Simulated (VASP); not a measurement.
# Sb (P6/mmm) in VASP: notebook, part 2 of 3

VASP 6.6.1. The steps go on from the part before.

### Step 3. Single point, revPBE (volume scaled by 0.88)

File INCAR:

```
SYSTEM = Sb
PREC = Accurate
ENCUT = 520
EDIFF = 1E-7
ISMEAR = -1
SIGMA = 0.1
LREAL = .False.
LASPH = .True.
NELM = 60
ALGO = Normal
ISIF = 2
LWAVE = .False.
LCHARG = .False.
GGA = RE
NBANDS = 14
```

File KPOINTS:

```
regular mesh
0
Gamma
  8 8 11
  0 0 0
```

File POSCAR:

```
Sb
1.0
    5.2371926374      0.0000000000      0.0000000000
   -2.6185963187      4.5355418685      0.0000000000
    0.0000000000      0.0000000000      3.1226619552
Sb
3
Direct
    0.0000000000      1.0000000000      0.0000000000
    0.3333333333      0.6666666667      0.5000000000
    0.6666666667      0.3333333333      0.5000000000
```

Potentials or basis: VASP PAW PBE potentials, release 64 (Sb).

Run with:

```bash
$ cat potpaw_PBE.64/Sb/POTCAR > POTCAR
$ mpirun -np 1 vasp_std > vasp.out
```

OUTCAR:

```text
SYSTEM = Sb
   PREC = Accurate
   ENCUT = 520
   EDIFF = 1E-7
   ISMEAR = -1
   LREAL = .False.
   LASPH = .True.
   NELM = 60
   ISIF = 2
   GGA = RE

 ion  position               nearest neighbor table
   1  0.000  0.000  0.000-   2 3.40   3 3.40   2 3.40   3 3.40   2 3.40   2 3.40   3 3.40   3 3.40
                             3 3.40   3 3.40   2 3.40   2 3.40
   2  0.333  0.667  0.500-   3 3.02   3 3.02   3 3.02   1 3.40   1 3.40   1 3.40   1 3.40   1 3.40
                             1 3.40
   3  0.667  0.333  0.500-   2 3.02   2 3.02   2 3.02   1 3.40   1 3.40   1 3.40   1 3.40   1 3.40
                             1 3.40

  LATTYP: Found a hexagonal cell.
 ALAT       =     5.2371926374
 C/A-ratio  =     0.5962472972

  Lattice vectors:

 A1 = (   5.2371926374,   0.0000000000,   0.0000000000)
 A2 = (  -2.6185963187,   4.5355418685,   0.0000000000)
 A3 = (   0.0000000000,   0.0000000000,   3.1226619552)

Analysis of symmetry for initial positions (statically):
=====================================================================
 Subroutine PRICEL returns:
 Original cell was already a primitive cell.

 Routine SETGRP: Setting up the symmetry group for a
 hexagonal supercell.

 Subroutine GETGRP returns: Found 24 space group operations
 (whereof 24 operations were pure point group operations)
 out of a pool of 24 trial point group operations.

The static configuration has the point symmetry D_6h.

Analysis of symmetry for dynamics (positions and initial velocities):
=====================================================================
 Subroutine PRICEL returns:
 Original cell was already a primitive cell.

 Routine SETGRP: Setting up the symmetry group for a
 hexagonal supercell.

 Subroutine GETGRP returns: Found 24 space group operations
 (whereof 24 operations were pure point group operations)
 out of a pool of 24 trial point group operations.

The dynamic configuration has the point symmetry D_6h.

 Subroutine INISYM returns: Found 24 space group operations
 (whereof 24 operations are pure point group operations),
 and found     1 'primitive' translations

----------------------------------------------------------------------------------------

                                     Primitive cell

  volume of cell :      74.1742

  direct lattice vectors                    reciprocal lattice vectors
     5.237192637  0.000000000  0.000000000     0.190941993  0.110240411  0.000000000
    -2.618596319  4.535541869  0.000000000     0.000000000  0.220480822  0.000000000
     0.000000000  0.000000000  3.122661955     0.000000000  0.000000000  0.320239595

  length of vectors
     5.237192637  5.237192637  3.122661955     0.220480822  0.220480822  0.320239595

  position of ions in fractional coordinates (direct lattice)
     0.000000000  0.000000000  0.000000000
     0.333333333  0.666666667  0.500000000
     0.666666667  0.333333333  0.500000000

  ion indices of the primitive-cell ions
   primitive index   ion index
                 1           1
                 2           2
                 3           3

----------------------------------------------------------------------------------------

 KPOINTS: regular mesh

Automatic generation of k-mesh.
[... 28 lines left out ...]
  0.125000  0.125000  0.000000      6.000000
[... 16 lines left out ...]
  0.250000  0.000000  0.181818     12.000000
  0.375000  0.000000  0.181818     12.000000
 [... further k-points ...]
   k-points           NKPTS =     60   k-points in BZ     NKDIM =     60   number of bands    NBANDS=     14
   number of dos      NEDOS =    301   number of ions     NIONS =      3
   total plane-waves  NPLWV =  38400
   dimension x,y,z NGX =    40 NGY =   40 NGZ =   24
   dimension x,y,z NGXF=    80 NGYF=   80 NGZF=   48
   ions per type =               3
   NGX,Y,Z   is equivalent  to a cutoff of  12.70, 12.70, 12.78 a.u.
   NGXF,Y,Z  is equivalent  to a cutoff of  25.39, 25.39, 25.55 a.u.
 SYSTEM =  Sb
   PREC   = accura    normal or accurate (medium, high low for compatibility)
   ISTART =      0    job   : 0-new  1-cont  2-samecut
   ICHARG =      2    charge: 1-file 2-atom 10-const
   ISPIN  =      1    spin polarized calculation?
   LNONCOLLINEAR =      F non collinear calculations
   LSORBIT =      F    spin-orbit coupling
   LASPH  =      T    aspherical Exc in radial PAW
   ENCUT  =  520.0 eV  38.22 Ry    6.18 a.u.   9.74  9.74  5.81*2*pi/ulx,y,z
   NELM   =     60;   NELMIN=  2; NELMDL= -5     # of ELM steps
   EDIFF  = 0.1E-06   stopping-criterion for ELM
   LREAL  =      F    real-space projection
   EDIFFG = 0.1E-05   stopping-criterion for IOM
   NSW    =      0    number of steps for IOM
   IBRION =     -1    ionic relax: 0-MD 1-quasi-New 2-CG
   NFREE  =      0    steps in history (QN), initial steepest desc. (CG)
   ISIF   =      2    stress and relaxation
   ISYM   =      2    0-nonsym 1-usesym 2-fastsym
   POTIM  = 0.5000    time-step for ionic-motion
   TEBEG  =    0.0;   TEEND  =   0.0 temperature during run
   PSTRESS=    0.0 pullay stress
   NELECT =      15.0000    total number of electrons
   NUPDOWN=      -1.0000    fix difference up-down
   EMIN   =  10.00;   EMAX   =-10.00  energy-range for DOS
   EFERMI =   0.00;   METHOD = LEGACY
   ISMEAR =    -1;   SIGMA  =   0.10  broadening in eV -4-tet -1-fermi 0-gaus
   EFERMI_NEDOS =   21; number of points for ismear=-14 and -15
   IALGO  =     38    algorithm
   IMIX   =      4    mixing-type and parameters
     AMIX     =   0.40;   BMIX     =  1.00
     AMIX_MAG =   1.60;   BMIX_MAG =  1.00
  volume/ion in A,a.u.               =      24.72       166.85
  Fermi-wavevector in a.u.,A,eV,Ry     =   0.960921  1.815877 12.563200  0.923369
  Thomas-Fermi vector in A             =   2.090248
   LORBIT       =      0    0 simple, 1 ext, 2 COOP (PROOUT), +10 PAW based schemes
   GGA     = RE    functional components
   LHFCALC =     F    Hartree Fock is set to
   AEXX    =    0.0000 exact exchange contribution
   IVDW    =     0    specifies the selected vdW correction
   LEPSILON=     F    determine dielectric tensor
   LRPA    =     F    only Hartree local field effects (RPA)
 non-spin polarized calculation
  energy-cutoff  :      520.00
  volume of cell :       74.17
 maximum number of plane-waves:      2021
 NGX is ok and might be reduce to    40
   NGX = 19   NGY = 19   NGZ = 11

 number of electron      15.0000000 magnetization

 Free energy of the ion-electron system (eV)
  ---------------------------------------------------
  ext. energy  EPLUGINS =         0.00000000
  ---------------------------------------------------
  free energy    TOTEN  =       -10.49078771 eV

  energy without entropy =      -10.43983114  energy(sigma->0) =      -10.46530943

 E-fermi :   9.6345     XC(G=0): -10.5739

 val. band max:        9.6125501532   @ k =   0.3750   0.0000   0.1818
 cond. band min:       9.6389494380   @ k =   0.5000   0.0000   0.3636
 fundamental gap:      0.0263992848
 Fermi energy:         9.6344567058

 k-point     1 :       0.0000    0.0000    0.0000
  band No.  band energies     occupation
      1      -3.8977      2.00000
      2       1.4470      2.00000
      3       1.6345      2.00000
      4       5.2816      2.00000
      5       5.2816      2.00000
      6       5.5608      2.00000
      7       5.5608      2.00000
      8      11.4786      0.00000
      9      15.3421      0.00000
     10      15.7928      0.00000
     11      15.7928      0.00000
     12      16.2398      0.00000
     13      16.2792      0.00000
     14      20.3612      0.00000
[... 377 lines left out ...]
      1      -2.3502      2.00000
      2      -0.5640      2.00000
      3       1.1165      2.00000
      4       4.0919      2.00000
      5       7.4020      2.00000
      6       9.0881      1.99156
      7       9.6126      1.10910
      8       9.9961      0.05237
      9      11.5070      0.00000
     10      11.8812      0.00000
     11      12.1672      0.00000
     12      12.6542      0.00000
     13      15.9095      0.00000
     14      17.7812      0.00000

 [... further k-points ...]
[... 5 lines left out ...]
  --------------------------------------------------------------------------------------
  -------------------------------------------------------------------------------------
  Total        4.6217292      4.6217292      3.3772637     -0.0000000      0.0000000      0.0000000
  in kB       99.8302991     99.8302991     72.9495901     -0.0000000      0.0000000      0.0000000
  external PRESSURE =      90.8700627 kB  Pullay stress =       0.0000000 kB

 VOLUME and BASIS-vectors are now :
 -----------------------------------------------------------------------------
  energy-cutoff  :      520.00
  volume of cell :       74.17
      direct lattice vectors                 reciprocal lattice vectors
     5.237192637  0.000000000  0.000000000     0.190941993  0.110240411  0.000000000
    -2.618596319  4.535541869  0.000000000     0.000000000  0.220480822  0.000000000
     0.000000000  0.000000000  3.122661955     0.000000000  0.000000000  0.320239595

 POSITION                                       TOTAL-FORCE (eV/Angst)
 -----------------------------------------------------------------------------------
      0.00000      0.00000      0.00000        -0.000000      0.000000     -0.000000
     -0.00000      3.02369      1.56133        -0.000000      0.000000     -0.000000
      2.61860      1.51185      1.56133         0.000000     -0.000000      0.000000
 -----------------------------------------------------------------------------------
    total drift:                                0.000000     -0.000000      0.000000

  FREE ENERGIE OF THE ION-ELECTRON SYSTEM (eV)
  ---------------------------------------------------
  free  energy   TOTEN  =       -10.4907877110 eV

  energy  without entropy=      -10.4398311405  energy(sigma->0) =      -10.46530943
```

stdout:

```text
POSCAR found type information on POSCAR Sb
 POSCAR found :  1 types and       3 ions
 scaLAPACK will be used
 -----------------------------------------------------------------------------
|                                                                             |
|                                                                             |
|     You enforced a specific xc type in the INCAR file but a different       |
|     I HOPE YOU KNOW WHAT YOU ARE DOING!                                     |
|                                                                             |
 -----------------------------------------------------------------------------

 LDA part: xc-table for (Slater+PW92), standard interpolation
 POSCAR, INCAR and KPOINTS ok, starting setup
 FFT: planning ... GRIDC
 FFT: planning ... GRID_SOFT
 FFT: planning ... GRID
 WAVECAR not read
 entering main loop
```

Wall time 58 s (1 thread of Intel Xeon 6975P-C, shared host); peak memory 0.21 GiB.

Results:

- Free energy: -10.4908 eV
- Pressure: 9.1 GPa

Caveat: the PAW data sets were made with another functional, which shifts forces and pressure a little; spin-orbit coupling is left out, which moves the levels of the heavy elements.

### Step 4. Single point, revPBE (volume scaled by 0.92)

INCAR, as its differences from that of step 3:

```diff
@@ -3,3 +3,3 @@
 ENCUT = 520
-EDIFF = 1E-7
+EDIFF = 1E-6
 ISMEAR = -1
```

KPOINTS is that of step 3.

File POSCAR:

```
Sb
1.0
    5.3153712176      0.0000000000      0.0000000000
   -2.6576856088      4.6032465050      0.0000000000
    0.0000000000      0.0000000000      3.1692757223
Sb
3
Direct
    0.0000000000      1.0000000000      0.0000000000
    0.3333333333      0.6666666667      0.5000000000
    0.6666666667      0.3333333333      0.5000000000
```

Run with:

```bash
$ cat potpaw_PBE.64/Sb/POTCAR > POTCAR
$ mpirun -np 1 vasp_std > vasp.out
```

Wall time 50 s (1 thread of Intel Xeon 6975P-C, shared host); peak memory 0.21 GiB.

Results (log left out):

| Quantity | Value |
| --- | --- |
| Free energy | -10.6393 eV |
| Pressure | 5.2 GPa |

Stress tensor (GPa, compression positive):
```
5.95 0.00 0.00
0.00 5.95 0.00
0.00 0.00 3.64
```

Levels at points of the mesh, in eV from the Fermi level:
```tsv
k point	band 3	band 4	band 5	band 6	band 7	band 8	band 9	band 10	band 11	band 12
(0.00, 0.00, 0.00)	-7.99	-4.14	-4.14	-3.86	-3.86	1.78	5.64	5.79	5.79	6.21
(0.50, 0.00, 0.00)	-8.97	-5.89	-0.91	-0.67	1.06	1.40	2.28	3.53	3.56	5.42
```

Caveat: the PAW data sets were made with another functional, which shifts forces and pressure a little; spin-orbit coupling is left out, which moves the levels of the heavy elements.

[end of part 2 of 3]
